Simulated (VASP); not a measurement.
# MgO (Fm-3m) in VASP: relaxation of cell and atoms with r2SCAN

Aim: the relaxation of cell and atoms of MgO with r2SCAN.

Program: VASP 6.6.1. These are calculated values, not measurements. Logs are shortened: lines on timing, memory, paths and dates and some standing lists are left out, and cuts for length are marked.

### Step 1. The cell of the first run

Symmetry: Fm-3m, No. 225, cubic system. Conventional cell: a = 4.217 Å, b = 4.217 Å, c = 4.217 Å, α = 90.00°, β = 90.00°, γ = 90.00°. Mg (site symmetry m-3m) has 6 O at 2.11 Å within 2.8 Å. Within 2.8 Å of O (site symmetry m-3m) lie 6 Mg at 2.11 Å.

### Step 2. Relaxation of cell and atoms, r2SCAN

Input file POSCAR:

```
MgO
1.0
    0.0000000000      2.1085000000      2.1085000000
    2.1085000000      0.0000000000      2.1085000000
    2.1085000000      2.1085000000      0.0000000000
Mg O
1 1
Direct
    0.0000000000      0.0000000000      0.0000000000
    0.5000000000      0.5000000000      0.5000000000
```

Input file INCAR.step1:

```
SYSTEM = MgO
ALGO = Normal
EDIFF = 1E-4
ENCUT = 600
GGA = PE
ISMEAR = -1
LASPH = .True.
LCHARG = .False.
LREAL = .False.
LWAVE = .True.
NELM = 100
PREC = Accurate
SIGMA = 0.1
```

Input file INCAR.step2:

```
SYSTEM = MgO
ALGO = Normal
EDIFF = 1E-6
EDIFFG = -0.002
ENCUT = 600
IBRION = 2
ISIF = 3
ISMEAR = -1
ISTART = 1
LASPH = .True.
LCHARG = .False.
LMIXTAU = .True.
LREAL = .False.
LWAVE = .False.
METAGGA = R2SCAN
NELM = 100
NSW = 100
PREC = Accurate
SIGMA = 0.1
```

Input file KPOINTS:

```
k-points
0
Gamma
  20 20 20
  0 0 0
```

Potentials or basis: VASP PAW PBE potentials, release 64 (Mg, O).

Started as:

```sh
cat potpaw_PBE.64/Mg/POTCAR potpaw_PBE.64/O/POTCAR > POTCAR
cp INCAR.step1 INCAR
mpirun -np 1 vasp_std > vasp.out
cp INCAR.step2 INCAR
mpirun -np 1 vasp_std > vasp.out
```

OUTCAR:

```text
SYSTEM = MgO
   EDIFF = 1E-6
   EDIFFG = -0.002
   ENCUT = 600
   IBRION = 2
   ISIF = 3
   ISMEAR = -1
   ISTART = 1
   LASPH = .True.
   LREAL = .False.
   METAGGA = R2SCAN
   NELM = 100
   NSW = 100
   PREC = Accurate

 ion  position               nearest neighbor table
   1  0.000  0.000  0.000-   2 2.11   2 2.11   2 2.11   2 2.11   2 2.11   2 2.11
   2  0.500  0.500  0.500-   1 2.11   1 2.11   1 2.11   1 2.11   1 2.11   1 2.11

  LATTYP: Found a face centered cubic cell.
 ALAT       =     4.2170000000

  Lattice vectors:

 A1 = (   0.0000000000,   2.1085000000,   2.1085000000)
 A2 = (   2.1085000000,   0.0000000000,   2.1085000000)
 A3 = (   2.1085000000,   2.1085000000,   0.0000000000)

Analysis of symmetry for initial positions (statically):
=====================================================================
 Subroutine PRICEL returns:
 Original cell was already a primitive cell.

 Routine SETGRP: Setting up the symmetry group for a
 face centered cubic supercell.

 Subroutine GETGRP returns: Found 48 space group operations
 (whereof 48 operations were pure point group operations)
 out of a pool of 48 trial point group operations.

The static configuration has the point symmetry O_h .

Analysis of symmetry for dynamics (positions and initial velocities):
=====================================================================
 Subroutine PRICEL returns:
 Original cell was already a primitive cell.

 Routine SETGRP: Setting up the symmetry group for a
 face centered cubic supercell.

 Subroutine GETGRP returns: Found 48 space group operations
 (whereof 48 operations were pure point group operations)
 out of a pool of 48 trial point group operations.

The dynamic configuration has the point symmetry O_h .

 Subroutine INISYM returns: Found 48 space group operations
 (whereof 48 operations are pure point group operations),
 and found     1 'primitive' translations

----------------------------------------------------------------------------------------

                                     Primitive cell

  volume of cell :      18.7478

  direct lattice vectors                    reciprocal lattice vectors
     0.000000000  2.108500000  2.108500000    -0.237135404  0.237135404  0.237135404
     2.108500000  0.000000000  2.108500000     0.237135404 -0.237135404  0.237135404
     2.108500000  2.108500000  0.000000000     0.237135404  0.237135404 -0.237135404

  length of vectors
[... 97 lines left out ...]
   ISMEAR =    -1;   SIGMA  =   0.10  broadening in eV -4-tet -1-fermi 0-gaus
   EFERMI_NEDOS =   21; number of points for ismear=-14 and -15
   IALGO  =     38    algorithm
   IMIX   =      4    mixing-type and parameters
     AMIX     =   0.40;   BMIX     =  1.00
     AMIX_MAG =   1.60;   BMIX_MAG =  1.00
  volume/ion in A,a.u.               =       9.37        63.26
  Fermi-wavevector in a.u.,A,eV,Ry     =   1.232503  2.329092 20.668107  1.519063
  Thomas-Fermi vector in A             =   2.367270
   LORBIT       =      0    0 simple, 1 ext, 2 COOP (PROOUT), +10 PAW based schemes
   METAGGA = R2SCAN    functional components
   LHFCALC =     F    Hartree Fock is set to
   AEXX    =    0.0000 exact exchange contribution
   IVDW    =     0    specifies the selected vdW correction
   LEPSILON=     F    determine dielectric tensor
   LRPA    =     F    only Hartree local field effects (RPA)
 conjugate gradient relaxation of ions
 non-spin polarized calculation
  energy-cutoff  :      600.00
  volume of cell :       18.75
 maximum number of plane-waves:       638
   NGX = 11   NGY = 11   NGZ = 11

--------------------------------------- Ionic step        1  -------------------------------------------

 number of electron       8.0000005 magnetization

 Free energy of the ion-electron system (eV)
  ---------------------------------------------------
  ext. energy  EPLUGINS =         0.00000000
  ---------------------------------------------------
  free energy    TOTEN  =       -16.16318198 eV

  energy without entropy =      -16.16318198  energy(sigma->0) =      -16.16318198

------------------------ aborting loop because EDIFF is reached ----------------------------------------

  FORCE on cell =-STRESS in cart. coord.  units (eV):
  Direction    XX          YY          ZZ          XY          YZ          ZX
  --------------------------------------------------------------------------------------
  -------------------------------------------------------------------------------------
  Total       -0.3307712     -0.3307712     -0.3307712      0.0000000     -0.0000000     -0.0000000
  in kB      -28.2675056    -28.2675056    -28.2675056      0.0000000     -0.0000000     -0.0000000
  external PRESSURE =     -28.2675056 kB  Pullay stress =       0.0000000 kB
[... 59 lines left out ...]
--------------------------------------- Ionic step        3  -------------------------------------------

 number of electron       8.0000004 magnetization

 Free energy of the ion-electron system (eV)
  ---------------------------------------------------
  ext. energy  EPLUGINS =         0.00000000
  ---------------------------------------------------
  free energy    TOTEN  =       -16.16605863 eV

  energy without entropy =      -16.16605863  energy(sigma->0) =      -16.16605863

 E-fermi :   4.8900     XC(G=0): -11.6640

 val. band max:        2.8751629419   @ k =   0.0000   0.0000   0.0000
 cond. band min:       8.6224724691   @ k =   0.0000   0.0000   0.0000
 fundamental gap:      5.7473095271
 Fermi energy:         4.8899698337

 k-point     1 :       0.0000    0.0000    0.0000
  band No.  band energies     occupation
      1     -15.3949      2.00000
      2       2.8752      2.00000
      3       2.8752      2.00000
      4       2.8752      2.00000
      5       8.6225      0.00000
      6      19.7936      0.00000
      7      19.7936      0.00000
      8      19.7936      0.00000
[... 243 lines left out ...]
 k-point    24 :      -0.3500    0.0500    0.0000
  band No.  band energies     occupation
      1     -14.3444      2.00000
      2      -1.1356      2.00000
      3       2.1685      2.00000
      4       2.3109      2.00000
      5      11.7982      0.00000
      6      16.4623      0.00000
      7      20.3411      0.00000
      8      20.7191      0.00000

 [... further k-points ...]

------------------------ aborting loop because EDIFF is reached ----------------------------------------

  FORCE on cell =-STRESS in cart. coord.  units (eV):
  Direction    XX          YY          ZZ          XY          YZ          ZX
  --------------------------------------------------------------------------------------
  -------------------------------------------------------------------------------------
  Total        0.0010922      0.0010922      0.0010922      0.0000000      0.0000000      0.0000000
  in kB        0.0949609      0.0949609      0.0949609      0.0000000      0.0000000      0.0000000
  external PRESSURE =       0.0949609 kB  Pullay stress =       0.0000000 kB
[... 17 lines left out ...]
  FREE ENERGIE OF THE ION-ELECTRON SYSTEM (eV)
  ---------------------------------------------------
  free  energy   TOTEN  =       -16.1660586262 eV

  energy  without entropy=      -16.1660586260  energy(sigma->0) =      -16.16605863

 reached required accuracy - stopping structural energy minimisation
```

OUTCAR.step1:

```text
SYSTEM = MgO
   EDIFF = 1E-4
   ENCUT = 600
   GGA = PE
   ISMEAR = -1
   LASPH = .True.
   LREAL = .False.
[... 483 lines left out ...]
      0.00000      0.00000      0.00000         0.000000      0.000000      0.000000
      2.10850      2.10850      2.10850        -0.000000     -0.000000      0.000000
 -----------------------------------------------------------------------------------
    total drift:                               -0.000000     -0.000000      0.000000

  FREE ENERGIE OF THE ION-ELECTRON SYSTEM (eV)
  ---------------------------------------------------
  free  energy   TOTEN  =       -11.9103866237 eV

  energy  without entropy=      -11.9103866236  energy(sigma->0) =      -11.91038662
```

OSZICAR.step1:

```text
N       E                     dE             d eps       ncg     rms          rms(c)
DAV:   1     0.177130066624E+02    0.17713E+02   -0.53018E+03  4744   0.101E+03
DAV:   2    -0.130228782706E+02   -0.30736E+02   -0.29350E+02  5008   0.153E+02
DAV:   3    -0.134675623836E+02   -0.44468E+00   -0.44468E+00  5344   0.209E+01
DAV:   4    -0.134682414185E+02   -0.67903E-03   -0.67903E-03  5648   0.753E-01
DAV:   5    -0.134682418727E+02   -0.45422E-06   -0.45422E-06  5400   0.137E-02    0.721E+00
DAV:   6    -0.119306940622E+02    0.15375E+01   -0.10077E+01  4096   0.225E+01    0.228E+00
DAV:   7    -0.119160274677E+02    0.14667E-01   -0.45620E-02  4368   0.265E+00    0.132E+00
DAV:   8    -0.119104858602E+02    0.55416E-02   -0.24972E-02  4168   0.242E+00    0.159E-01
DAV:   9    -0.119103866237E+02    0.99236E-04   -0.45383E-04  6232   0.192E-01
   1 F= -.11910387E+02 E0= -.11910387E+02  d E =-.167010E-09
```

Run time: 6.8 min. Hardware: 1 thread of Intel Xeon 8259CL, shared host; peak memory 0.2 GiB.

Results:

```yaml
Free_energy: -16.1661 eV
Relaxed_volume: 9.21 Å³/atom
Relaxed_cell: a = 2.965 Å, b = 2.965 Å, c = 2.965 Å, α = 60.00°, β = 60.00°, γ = 60.00°
Space_group_after_relaxing_to_0.1_Å: Fm-3m (No. 225)
Energy_gained_by_relaxing: 1.4 meV/atom
Ionic_steps: 3
Pressure_after_relaxing: 0.0 GPa
Band_gap_on_the_k_mesh: 5.75 eV
```

Step by step:
| step | energy change (eV) | largest force (eV/Å) | pressure (GPa) | volume (Å³) |
| --- | --- | --- | --- | --- |
| 1 | 0.0000 | 0.0000 | -2.83 | 18.75 |
| 2 | -0.0024 | 0.0000 | 1.18 | 18.30 |
| 3 | -0.0029 | 0.0000 | 0.01 | 18.43 |

Final structure:
```
Mg O
1.0
     0.00000    2.09642    2.09642
     2.09642    0.00000    2.09642
     2.09642    2.09642    0.00000
Mg O
1 1
Direct
  0.00000 0.00000 0.00000
  0.50000 0.50000 0.50000
```

Caveat: the PAW data sets were made with another functional, which shifts forces and pressure a little.
